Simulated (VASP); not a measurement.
# SnO (Cmce) in VASP: single point with PBE+D3(BJ)

Aim: the single point of SnO with PBE+D3(BJ).

All numbers are computed with VASP 6.6.1; they aren't measurements. Logs are shortened: lines on timing, memory, paths and dates and some standing lists are left out, and cuts for length are marked.

### Step 1. The cell of the first run

Symmetry: Cmce, No. 64, orthorhombic system. The conventional cell has a = 5.474 Å, b = 5.476 Å, c = 10.222 Å, α = 90.00°, β = 90.00°, γ = 90.00°. Sn (site symmetry m) has 4 O at 2.25 to 2.26 Å within 3.0 Å. O (site symmetry 2) has 4 Sn at 2.25 to 2.26 Å and 4 O at 2.74 Å within 3.0 Å.

### Step 2. Single point, PBE+D3(BJ)

The input, INCAR:

```
PREC = Accurate ; ENCUT = 520
EDIFF = 1E-6 ; ISMEAR = 0
SIGMA = 0.1 ; LREAL = F
LASPH = T ; NELM = 100
ALGO = Normal ; ISIF = 2
LWAVE = F ; LCHARG = F
GGA = PE ; IVDW = 12
NBANDS = 50
```

The input, KPOINTS:

```
regular mesh
0
Gamma
  6 6 2
```

The input, POSCAR:

```
SnO
1.0
    2.7369120000     -2.7377960000      0.0000000000
    2.7369120000      2.7377960000      0.0000000000
    0.0000000000      0.0000000000     10.2219600000
Sn O
4 4
Direct
    0.7365470000      0.2634530000      0.8638580000
    0.2634530000      0.7365470000      0.1361420000
    0.7634530000      0.2365470000      0.3638580000
    0.2365470000      0.7634530000      0.6361420000
    0.2619440000      0.2380560000      0.2500000000
    0.7380560000      0.7619440000      0.7500000000
    0.2380560000      0.2619440000      0.7500000000
    0.7619440000      0.7380560000      0.2500000000
```

Potentials or basis: VASP PAW PBE potentials, release 64 (Sn_d, O).

The run is started by

```
$ cat potpaw_PBE.64/Sn_d/POTCAR potpaw_PBE.64/O/POTCAR > POTCAR
$ mpirun -np 1 vasp_std > vasp.out
```

OUTCAR:

```text
PREC = Accurate
   ENCUT = 520
   EDIFF = 1E-6
   ISMEAR = 0
   LREAL = F
   LASPH = T
   NELM = 100
   ISIF = 2
   GGA = PE
   IVDW = 12
 IVDW          = 12

 ion  position               nearest neighbor table
   1  0.737  0.263  0.864-   6 2.25   7 2.25   7 2.26   6 2.26   4 3.59   4 3.59   4 3.59   4 3.59

   2  0.263  0.737  0.136-   5 2.25   8 2.25   5 2.26   8 2.26   3 3.59   3 3.59   3 3.59   3 3.59

   3  0.763  0.237  0.364-   5 2.25   8 2.25   8 2.26   5 2.26   2 3.59   2 3.59   2 3.59   2 3.59

   4  0.237  0.763  0.636-   6 2.25   7 2.25   6 2.26   7 2.26   1 3.59   1 3.59   1 3.59   1 3.59

   5  0.262  0.238  0.250-   2 2.25   3 2.25   3 2.26   2 2.26
   6  0.738  0.762  0.750-   1 2.25   4 2.25   1 2.26   4 2.26
   7  0.238  0.262  0.750-   1 2.25   4 2.25   4 2.26   1 2.26
   8  0.762  0.738  0.250-   2 2.25   3 2.25   2 2.26   3 2.26

  LATTYP: Found a base centered orthorhombic cell.
 ALAT       =     5.4738240000
 B/A-ratio  =     1.0003229918
 C/A-ratio  =     1.8674257704

  Lattice vectors:

 A1 = (   2.7369120000,  -2.7377960000,   0.0000000000)
 A2 = (   2.7369120000,   2.7377960000,   0.0000000000)
 A3 = (   0.0000000000,   0.0000000000,  10.2219600000)

Analysis of symmetry for initial positions (statically):
=====================================================================
 Subroutine PRICEL returns:
 Original cell was already a primitive cell.

 Routine SETGRP: Setting up the symmetry group for a
 base centered orthorhombic supercell.

 Subroutine GETGRP returns: Found  8 space group operations
 (whereof  4 operations were pure point group operations)
 out of a pool of  8 trial point group operations.

The static configuration has the point symmetry C_2h.
 The point group associated with its full space group is D_2h.

Analysis of symmetry for dynamics (positions and initial velocities):
=====================================================================
 Subroutine PRICEL returns:
 Original cell was already a primitive cell.

 Routine SETGRP: Setting up the symmetry group for a
 base centered orthorhombic supercell.

 Subroutine GETGRP returns: Found  8 space group operations
 (whereof  4 operations were pure point group operations)
 out of a pool of  8 trial point group operations.

The dynamic configuration has the point symmetry C_2h.
 The point group associated with its full space group is D_2h.

 Subroutine INISYM returns: Found  8 space group operations
 (whereof  4 operations are pure point group operations),
 and found     1 'primitive' translations

----------------------------------------------------------------------------------------

                                     Primitive cell

  volume of cell :     153.1885

  direct lattice vectors                    reciprocal lattice vectors
     2.736912000 -2.737796000  0.000000000     0.182687642 -0.182628655  0.000000000
     2.736912000  2.737796000  0.000000000     0.182687642  0.182628655  0.000000000
     0.000000000  0.000000000 10.221960000     0.000000000  0.000000000  0.097828596

  length of vectors
     3.871203202  3.871203202 10.221960000     0.258317634  0.258317634  0.097828596

  position of ions in fractional coordinates (direct lattice)
     0.736547000  0.263453000  0.863858000
     0.263453000  0.736547000  0.136142000
     0.763453000  0.236547000  0.363858000
     0.236547000  0.763453000  0.636142000
     0.261944000  0.238056000  0.250000000
     0.738056000  0.761944000  0.750000000
     0.238056000  0.261944000  0.750000000
     0.761944000  0.738056000  0.250000000

  ion indices of the primitive-cell ions
   primitive index   ion index
                 1           1
                 2           2
                 3           3
                 4           4
                 5           5
                 6           6
                 7           7
                 8           8

----------------------------------------------------------------------------------------

 KPOINTS: regular mesh

Automatic generation of k-mesh.
 Grid dimensions read from file:
 generate k-points for:    6    6    2

 Generating k-lattice:

  Cartesian coordinates                     Fractional coordinates (reciprocal lattice)
     0.030447940 -0.030438109  0.000000000     0.166666667  0.000000000  0.000000000
     0.030447940  0.030438109  0.000000000     0.000000000  0.166666667  0.000000000
     0.000000000  0.000000000  0.048914298     0.000000000  0.000000000  0.500000000

  Length of vectors
     0.043052939  0.043052939  0.048914298

  Shift w.r.t. Gamma in fractional coordinates (k-lattice)
     0.000000000  0.000000000  0.000000000

 Subroutine IBZKPT returns following result:
 ===========================================

 Found     26 irreducible k-points:

 Following reciprocal coordinates:
            Coordinates               Weight
  0.000000  0.000000  0.000000      1.000000
  0.166667  0.000000  0.000000      4.000000
  0.333333  0.000000  0.000000      4.000000
  0.500000  0.000000  0.000000      2.000000
  0.166667  0.166667  0.000000      2.000000
  0.333333  0.166667  0.000000      4.000000
[... 16 lines left out ...]
  0.333333  0.333333  0.500000      2.000000
  0.500000  0.333333  0.500000      4.000000
 [... further k-points ...]
   k-points           NKPTS =     26   k-points in BZ     NKDIM =     26   number of bands    NBANDS=     50
   number of dos      NEDOS =    301   number of ions     NIONS =      8
   total plane-waves  NPLWV =  72000
   dimension x,y,z NGX =    30 NGY =   30 NGZ =   80
   dimension x,y,z NGXF=    60 NGYF=   60 NGZF=  160
   ions per type =               4   4
   NGX,Y,Z   is equivalent  to a cutoff of  12.88, 12.88, 13.01 a.u.
   NGXF,Y,Z  is equivalent  to a cutoff of  25.77, 25.77, 26.02 a.u.
 SYSTEM =  unknown system
   PREC   = accura    normal or accurate (medium, high low for compatibility)
   ISTART =      0    job   : 0-new  1-cont  2-samecut
   ICHARG =      2    charge: 1-file 2-atom 10-const
   ISPIN  =      1    spin polarized calculation?
   LNONCOLLINEAR =      F non collinear calculations
   LSORBIT =      F    spin-orbit coupling
   LASPH  =      T    aspherical Exc in radial PAW
   ENCUT  =  520.0 eV  38.22 Ry    6.18 a.u.   7.20  7.20 19.01*2*pi/ulx,y,z
   NELM   =    100;   NELMIN=  2; NELMDL= -5     # of ELM steps
   EDIFF  = 0.1E-05   stopping-criterion for ELM
   LREAL  =      F    real-space projection
   EDIFFG = 0.1E-04   stopping-criterion for IOM
   NSW    =      0    number of steps for IOM
   IBRION =     -1    ionic relax: 0-MD 1-quasi-New 2-CG
   NFREE  =      0    steps in history (QN), initial steepest desc. (CG)
   ISIF   =      2    stress and relaxation
   ISYM   =      2    0-nonsym 1-usesym 2-fastsym
   POTIM  = 0.5000    time-step for ionic-motion
   TEBEG  =    0.0;   TEEND  =   0.0 temperature during run
   PSTRESS=    0.0 pullay stress
   NELECT =      80.0000    total number of electrons
   NUPDOWN=      -1.0000    fix difference up-down
   EMIN   =  10.00;   EMAX   =-10.00  energy-range for DOS
   EFERMI =   0.00;   METHOD = LEGACY
   ISMEAR =     0;   SIGMA  =   0.10  broadening in eV -4-tet -1-fermi 0-gaus
   EFERMI_NEDOS =   21; number of points for ismear=-14 and -15
   IALGO  =     38    algorithm
   IMIX   =      4    mixing-type and parameters
     AMIX     =   0.40;   BMIX     =  1.00
     AMIX_MAG =   1.60;   BMIX_MAG =  1.00
  volume/ion in A,a.u.               =      19.15       129.22
  Fermi-wavevector in a.u.,A,eV,Ry     =   1.318346  2.491313 23.647424  1.738037
  Thomas-Fermi vector in A             =   2.448323
   LORBIT       =      0    0 simple, 1 ext, 2 COOP (PROOUT), +10 PAW based schemes
   GGA     = PE    functional components
   LHFCALC =     F    Hartree Fock is set to
   AEXX    =    0.0000 exact exchange contribution
   IVDW    =    12    specifies the selected vdW correction
   LEPSILON=     F    determine dielectric tensor
   LRPA    =     F    only Hartree local field effects (RPA)
 non-spin polarized calculation
 Gauss-broadening in eV      SIGMA  =   0.10
  energy-cutoff  :      520.00
  volume of cell :      153.19
 maximum number of plane-waves:      4172
 NGX is ok and might be reduce to    30
   NGX = 15   NGY = 15   NGZ = 39

 number of electron      80.0000000 magnetization

 Free energy of the ion-electron system (eV)
  ---------------------------------------------------
  ext. energy  EPLUGINS =         0.00000000
  ---------------------------------------------------
  free energy    TOTEN  =       -45.44509375 eV

  energy without entropy =      -45.44509257  energy(sigma->0) =      -45.44509316

 E-fermi :   6.2873     XC(G=0):  -9.7647

 val. band max:        6.0179585695   @ k =   0.0000   0.0000   0.0000
 cond. band min:       6.5600948198   @ k =   0.5000   0.5000   0.0000
 fundamental gap:      0.5421362504
 Fermi energy:         6.2872935068

 k-point     1 :       0.0000    0.0000    0.0000
  band No.  band energies     occupation
      1     -15.7008      2.00000
      2     -15.6926      2.00000
      3     -15.3567      2.00000
      4     -15.3483      2.00000
      5     -15.3414      2.00000
      6     -15.3406      2.00000
[... 42 lines left out ...]
     49      11.4660      0.00000
     50      11.4959      0.00000

 k-point     2 :       0.1667    0.0000    0.0000
  band No.  band energies     occupation
      1     -15.6872      2.00000
      2     -15.6812      2.00000
      3     -15.3684      2.00000
      4     -15.3559      2.00000
      5     -15.3385      2.00000
      6     -15.3369      2.00000
[... 42 lines left out ...]
     49      11.1208      0.00000
     50      11.6531      0.00000

 k-point     3 :       0.3333    0.0000    0.0000
  band No.  band energies     occupation
      1     -15.6499      2.00000
      2     -15.6481      2.00000
      3     -15.4859      2.00000
      4     -15.4722      2.00000
      5     -15.3410      2.00000
      6     -15.3335      2.00000
[... 1102 lines left out ...]
     49      11.7081      0.00000
     50      11.7081      0.00000

 k-point    24 :       0.5000    0.3333    0.5000
  band No.  band energies     occupation
      1     -15.6167      2.00000
      2     -15.6167      2.00000
      3     -15.6163      2.00000
      4     -15.6163      2.00000
      5     -15.3257      2.00000
      6     -15.3257      2.00000
[... 42 lines left out ...]
     49      12.1450      0.00000
     50      12.1528      0.00000

 [... further k-points ...]

------------------------ aborting loop because EDIFF is reached ----------------------------------------

 Edisp (eV)   -1.71534

 E8    (eV) :    -0.7448

  FORCE on cell =-STRESS in cart. coord.  units (eV):
  Direction    XX          YY          ZZ          XY          YZ          ZX
  --------------------------------------------------------------------------------------
  -------------------------------------------------------------------------------------
  Total      -1.89364    -1.88880    -1.94079     0.00000     0.00000     0.00000
  in kB     -19.80533   -19.75473   -20.29850     0.00000     0.00000     0.00000
  external pressure =      -19.95 kB  Pullay stress =        0.00 kB

 VOLUME and BASIS-vectors are now :
 -----------------------------------------------------------------------------
  energy-cutoff  :      520.00
  volume of cell :      153.19
      direct lattice vectors                 reciprocal lattice vectors
     2.736912000 -2.737796000  0.000000000     0.182687642 -0.182628655  0.000000000
     2.736912000  2.737796000  0.000000000     0.182687642  0.182628655  0.000000000
     0.000000000  0.000000000 10.221960000     0.000000000  0.000000000  0.097828596

 POSITION                                       TOTAL-FORCE (eV/Angst)
 -----------------------------------------------------------------------------------
      2.73691     -1.29523      8.83032         0.000000     -0.049739      0.007477
      2.73691      1.29523      1.39164         0.000000      0.049739     -0.007477
      2.73691     -1.44256      3.71934         0.000000      0.049739      0.007477
      2.73691      1.44256      6.50262         0.000000     -0.049739     -0.007477
      1.36846     -0.06540      2.55549         0.000000     -0.001181     -0.000000
      4.10537      0.06540      7.66647         0.000000      0.001181     -0.000000
      1.36846      0.06540      7.66647         0.000000      0.001181     -0.000000
      4.10537     -0.06540      2.55549         0.000000     -0.001181     -0.000000
 -----------------------------------------------------------------------------------
    total drift:                                0.000000     -0.000000      0.000000

  FREE ENERGIE OF THE ION-ELECTRON SYSTEM (eV)
  ---------------------------------------------------
  free  energy   TOTEN  =       -47.1604361446 eV

  energy  without entropy=      -47.1604349596  energy(sigma->0) =      -47.16043555
```

Run time: 5.2 min. Hardware: 1 thread of Intel Xeon 8259CL, shared host; peak memory 0.34 GiB.

What came out:

| Quantity | Value |
| --- | --- |
| Free energy | -47.1604 eV |
| Pressure | -2.0 GPa |
| Largest force | 0.050 eV/Å |
| Band gap on the k mesh | 0.54 eV |
| Dispersion energy per atom | -0.214 eV |

Forces on the atoms (eV/Å):
```
Sn   0.000 -0.050  0.007
Sn   0.000  0.050 -0.007
Sn   0.000  0.050  0.007
Sn   0.000 -0.050 -0.007
O    0.000 -0.001  0.000
O    0.000  0.001  0.000
O    0.000  0.001  0.000
O    0.000 -0.001  0.000
```

Caveat: spin-orbit coupling is left out, which moves the levels of the heavy elements.
